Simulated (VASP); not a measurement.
A run of VASP 6.6.1 is set up as follows.

File INCAR:

```
PREC = Accurate
ENCUT = 520
EDIFF = 1E-6
ISMEAR = 0
SIGMA = 0.01
LREAL = False
LASPH = True
NELM = 80
ALGO = Normal
ISIF = 2
LWAVE = False
LCHARG = False
GGA = PS
IVDW = 12
NBANDS = 18
```

Contents of KPOINTS:

```
regular mesh
0
Gamma
  6 6 4
```

The input POSCAR:

```
LiF
1.0
    3.0090496365      0.0000000000      0.0000000000
   -1.5045248183      2.6059136236      0.0000000000
    0.0000000000      0.0000000000      4.7258291714
Li F
2 2
Direct
    0.3333333333      0.6666666667      0.3811540000
    0.6666666667      0.3333333333      0.8811540000
    0.3333333333      0.6666666667      0.9938440000
    0.6666666667      0.3333333333      0.4938440000
```

Potentials or basis: VASP PAW PBE potentials, release 64 (Li_sv, F).

Run with:

```sh
$ cat potpaw_PBE.64/Li_sv/POTCAR potpaw_PBE.64/F/POTCAR > POTCAR
$ mpirun -np 1 vasp_std > vasp.out
```

**Question.** Estimate the dispersion energy per atom.

**Answer.** -0.127 eV.

**Question.** What does it give for the largest force?

**Answer.** 0.006 eV/Å.

**Question.** Estimate the band gap on the k mesh.

**Answer.** 8.01 eV.

Forces in eV/Å, atoms in the order of the input:
```
Li   0.000  0.000  0.006
Li   0.000  0.000  0.006
F    0.000  0.000 -0.006
F    0.000  0.000 -0.006
```

Caveat: three body term missing; the PAW data sets were made with another functional, which shifts forces and pressure a little. A k mesh can miss the band edges.
